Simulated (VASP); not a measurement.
# Hf3Be (I4/mmm) in VASP: single point with LDA

Aim: the single point of Hf3Be with LDA.

Program: VASP 6.6.1. These are calculated values, not measurements. Logs are shortened: lines on timing, memory, paths and dates and some standing lists are left out, and cuts for length are marked.

**1. The cell of the first run**

Symmetry: I4/mmm, No. 139, tetragonal system. The conventional cell has a = 4.184 Å, b = 4.184 Å, c = 8.706 Å, α = 90.00°, β = 90.00°, γ = 90.00°. Hf (site symmetry -4m2) has 8 Hf at 2.96 to 3.02 Å and 4 Be at 3.02 Å within 3.9 Å. Within 3.9 Å of Hf (site symmetry 4/mmm) lie 4 Be at 2.96 Å and 8 Hf at 3.02 Å. Within 3.9 Å of Be (site symmetry 4/mmm) lie 12 Hf at 2.96 to 3.02 Å.

**2. Single point, LDA**

Contents of INCAR:

```
PREC = Accurate
ENCUT = 520
EDIFF = 1E-6
ISMEAR = 1
SIGMA = 0.1
LREAL = F
LASPH = T
NELM = 80
ALGO = Normal
ISIF = 2
LWAVE = F
LCHARG = F
NBANDS = 24
```

Contents of KPOINTS:

```
Automatic mesh
0
Gamma
  8 8 8
```

Contents of POSCAR:

```
Hf3Be
1.0
   -2.0920000000      2.0920000000      4.3530460000
    2.0920000000     -2.0920000000      4.3530460000
    2.0920000000      2.0920000000     -4.3530460000
Hf Be
3 1
Direct
    0.7500000000      0.2500000000      0.5000000000
    0.2500000000      0.7500000000      0.5000000000
    0.5000000000      0.5000000000      0.0000000000
    0.0000000000      0.0000000000      0.0000000000
```

Potentials or basis: VASP PAW LDA potentials, release 64 (Hf_pv, Be).

Started as:

```
$ cat potpaw_LDA.64/Hf_pv/POTCAR potpaw_LDA.64/Be/POTCAR > POTCAR
$ mpirun -np 1 vasp_std > vasp.out
```

OUTCAR:

```text
PREC = Accurate
   ENCUT = 520
   EDIFF = 1E-6
   ISMEAR = 1
   LREAL = F
   LASPH = T
   NELM = 80
   ISIF = 2

 ion  position               nearest neighbor table
   1  0.750  0.250  0.500-   2 2.96   2 2.96   2 2.96   2 2.96   3 3.02   3 3.02   4 3.02   4 3.02
                             4 3.02   3 3.02   4 3.02   3 3.02
   2  0.250  0.750  0.500-   1 2.96   1 2.96   1 2.96   1 2.96   4 3.02   4 3.02   3 3.02   3 3.02
                             4 3.02   3 3.02   4 3.02   3 3.02
   3  0.500  0.500  0.000-   4 2.96   4 2.96   4 2.96   4 2.96   2 3.02   2 3.02   1 3.02   1 3.02
                             2 3.02   1 3.02   2 3.02   1 3.02
   4  0.000  0.000  0.000-   3 2.96   3 2.96   3 2.96   3 2.96   1 3.02   1 3.02   2 3.02   2 3.02
                             2 3.02   1 3.02   2 3.02   1 3.02

  LATTYP: Found a body centered tetragonal cell.
 ALAT       =     4.1840000000
 C/A-ratio  =     2.0808059273

  Lattice vectors:

 A1 = (  -2.0920000000,   2.0920000000,   4.3530460000)
 A2 = (   2.0920000000,  -2.0920000000,   4.3530460000)
 A3 = (   2.0920000000,   2.0920000000,  -4.3530460000)

Analysis of symmetry for initial positions (statically):
=====================================================================
 Subroutine PRICEL returns:
 Original cell was already a primitive cell.

 Routine SETGRP: Setting up the symmetry group for a
 body centered tetragonal supercell.

 Subroutine GETGRP returns: Found 16 space group operations
 (whereof 16 operations were pure point group operations)
 out of a pool of 16 trial point group operations.

The static configuration has the point symmetry D_4h.

Analysis of symmetry for dynamics (positions and initial velocities):
=====================================================================
 Subroutine PRICEL returns:
 Original cell was already a primitive cell.

 Routine SETGRP: Setting up the symmetry group for a
 body centered tetragonal supercell.

 Subroutine GETGRP returns: Found 16 space group operations
 (whereof 16 operations were pure point group operations)
 out of a pool of 16 trial point group operations.

The dynamic configuration has the point symmetry D_4h.

 Subroutine INISYM returns: Found 16 space group operations
 (whereof 16 operations are pure point group operations),
 and found     1 'primitive' translations

----------------------------------------------------------------------------------------

                                     Primitive cell

  volume of cell :      76.2038
[... 88 lines left out ...]
   LNONCOLLINEAR =      F non collinear calculations
   LSORBIT =      F    spin-orbit coupling
   LASPH  =      T    aspherical Exc in radial PAW
   ENCUT  =  520.0 eV  38.22 Ry    6.18 a.u.   9.79  9.79  9.79*2*pi/ulx,y,z
   NELM   =     80;   NELMIN=  2; NELMDL= -5     # of ELM steps
   EDIFF  = 0.1E-05   stopping-criterion for ELM
   LREAL  =      F    real-space projection
   EDIFFG = 0.1E-04   stopping-criterion for IOM
   NSW    =      0    number of steps for IOM
   IBRION =     -1    ionic relax: 0-MD 1-quasi-New 2-CG
   NFREE  =      0    steps in history (QN), initial steepest desc. (CG)
   ISIF   =      2    stress and relaxation
   ISYM   =      2    0-nonsym 1-usesym 2-fastsym
   POTIM  = 0.5000    time-step for ionic-motion
   TEBEG  =    0.0;   TEEND  =   0.0 temperature during run
   PSTRESS=    0.0 pullay stress
   NELECT =      32.0000    total number of electrons
   NUPDOWN=      -1.0000    fix difference up-down
   EMIN   =  10.00;   EMAX   =-10.00  energy-range for DOS
   EFERMI =   0.00;   METHOD = LEGACY
   ISMEAR =     1;   SIGMA  =   0.10  broadening in eV -4-tet -1-fermi 0-gaus
   EFERMI_NEDOS =   21; number of points for ismear=-14 and -15
   IALGO  =     38    algorithm
   IMIX   =      4    mixing-type and parameters
     AMIX     =   0.40;   BMIX     =  1.00
     AMIX_MAG =   1.60;   BMIX_MAG =  1.00
  volume/ion in A,a.u.               =      19.05       128.56
  Fermi-wavevector in a.u.,A,eV,Ry     =   1.225931  2.316673 20.448282  1.502906
  Thomas-Fermi vector in A             =   2.360950
   LORBIT       =      0    0 simple, 1 ext, 2 COOP (PROOUT), +10 PAW based schemes
   GGA     = CA    functional components
   LHFCALC =     F    Hartree Fock is set to
   AEXX    =    0.0000 exact exchange contribution
   IVDW    =     0    specifies the selected vdW correction
   LEPSILON=     F    determine dielectric tensor
   LRPA    =     F    only Hartree local field effects (RPA)
 non-spin polarized calculation
 Methfessel and Paxton  Order N= 1 SIGMA  =   0.10
  energy-cutoff  :      520.00
  volume of cell :       76.20
 maximum number of plane-waves:      2072
   NGX = 19   NGY = 19   NGZ = 19

 number of electron      31.9999998 magnetization

 Free energy of the ion-electron system (eV)
  ---------------------------------------------------
  ext. energy  EPLUGINS =         0.00000000
  ---------------------------------------------------
  free energy    TOTEN  =       -35.88244883 eV

  energy without entropy =      -35.88507689  energy(sigma->0) =      -35.88332485

 E-fermi :   4.4751     XC(G=0): -11.2896

 val. band max:        4.4618558556   @ k =  -0.3750  -0.3750   0.1250
 cond. band min:       4.4951130824   @ k =   0.3750   0.1250   0.1250
 fundamental gap:      0.0332572268
 Fermi energy:         4.4751343347

 k-point     1 :       0.0000    0.0000    0.0000
  band No.  band energies     occupation
      1     -26.0052      2.00000
      2     -25.8608      2.00000
      3     -25.8608      2.00000
      4     -25.6026      2.00000
      5     -25.6026      2.00000
      6     -25.4445      2.00000
[... 637 lines left out ...]
     23       8.3103      0.00000
     24       8.9952      0.00000

 [... further k-points ...]
[... 5 lines left out ...]
  --------------------------------------------------------------------------------------
  -------------------------------------------------------------------------------------
  Total       -3.7997739     -3.7997739     -3.6458721      0.0000000      0.0000000      0.0000000
  in kB      -79.8898723    -79.8898723    -76.6541023      0.0000000      0.0000000      0.0000000
  external PRESSURE =     -78.8112823 kB  Pullay stress =       0.0000000 kB

 VOLUME and BASIS-vectors are now :
 -----------------------------------------------------------------------------
  energy-cutoff  :      520.00
  volume of cell :       76.20
      direct lattice vectors                 reciprocal lattice vectors
    -2.092000000  2.092000000  4.353046000     0.000000000  0.239005736  0.114862099
     2.092000000 -2.092000000  4.353046000     0.239005736  0.000000000  0.114862099
     2.092000000  2.092000000 -4.353046000     0.239005736  0.239005736  0.000000000

 POSITION                                       TOTAL-FORCE (eV/Angst)
 -----------------------------------------------------------------------------------
      0.00000      2.09200      2.17652         0.000000     -0.000000     -0.000000
      2.09200      0.00000      2.17652         0.000000     -0.000000      0.000000
      0.00000      0.00000      4.35305        -0.000000      0.000000      0.000000
      0.00000      0.00000      0.00000        -0.000000      0.000000      0.000000
 -----------------------------------------------------------------------------------
    total drift:                                0.000000     -0.000000      0.000000

  FREE ENERGIE OF THE ION-ELECTRON SYSTEM (eV)
  ---------------------------------------------------
  free  energy   TOTEN  =       -35.8824488252 eV

  energy  without entropy=      -35.8850768938  energy(sigma->0) =      -35.88332485
```

OSZICAR:

```text
N       E                     dE             d eps       ncg     rms          rms(c)
DAV:   1     0.100147665464E+03    0.10015E+03   -0.17570E+04  2832   0.127E+03
DAV:   2    -0.319430976803E+02   -0.13209E+03   -0.12461E+03  3344   0.291E+02
DAV:   3    -0.372321290335E+02   -0.52890E+01   -0.49950E+01  3936   0.381E+01
DAV:   4    -0.373192544451E+02   -0.87125E-01   -0.86998E-01  3360   0.510E+00
DAV:   5    -0.373210730183E+02   -0.18186E-02   -0.18182E-02  3776   0.633E-01    0.705E+01
DAV:   6    -0.360966096492E+02    0.12245E+01   -0.25308E+00  3304   0.656E+00    0.436E+01
DAV:   7    -0.359188934938E+02    0.17772E+00   -0.13157E+00  3576   0.570E+00    0.319E+00
DAV:   8    -0.358833109103E+02    0.35583E-01   -0.15238E-01  3312   0.181E+00    0.110E+00
DAV:   9    -0.358825911505E+02    0.71976E-03   -0.11337E-02  3576   0.619E-01    0.367E-01
DAV:  10    -0.358824483799E+02    0.14277E-03   -0.75647E-04  3480   0.173E-01    0.999E-02
DAV:  11    -0.358824505221E+02   -0.21422E-05   -0.84200E-05  3544   0.466E-02    0.336E-02
DAV:  12    -0.358824489867E+02    0.15353E-05   -0.66923E-06  2984   0.194E-02    0.139E-02
DAV:  13    -0.358824488252E+02    0.16159E-06   -0.26356E-06  2792   0.106E-02
   1 F= -.35882449E+02 E0= -.35883325E+02  d E =0.262807E-02
```

It took 2.5 min on 1 thread of Intel Xeon 8259CL, shared host; peak memory 0.25 GiB.

What came out:

```
Free energy            : -35.8824 eV
Pressure               : -7.9 GPa
Band gap on the k mesh : zero (bands 16 and 17 overlap by 0.31 eV)
```

Stress tensor (GPa, compression positive):
```
-7.99  0.00  0.00
 0.00 -7.99  0.00
 0.00  0.00 -7.67
```

Levels at points of the mesh, in eV from the Fermi level:
```tsv
k point	band 12	band 13	band 14	band 15	band 16	band 17	band 18	band 19	band 20	band 21
(0.00, 0.00, 0.00)	-2.54	-1.45	-0.98	-0.98	0.08	0.75	0.75	1.70	3.00	3.24
(0.50, 0.00, 0.00)	-2.19	-1.40	-1.27	-0.60	-0.34	1.11	1.12	1.23	1.73	2.54
(0.50, 0.50, 0.00)	-2.82	-2.02	-1.26	-0.24	-0.21	0.63	1.03	1.30	2.15	2.26
(0.50, 0.50, 0.50)	-3.30	-1.85	-1.41	-1.41	-0.98	1.18	1.55	1.55	2.15	3.59
```

Caveat: the cell stands under tension; spin-orbit coupling is left out, which moves the levels of the heavy elements.
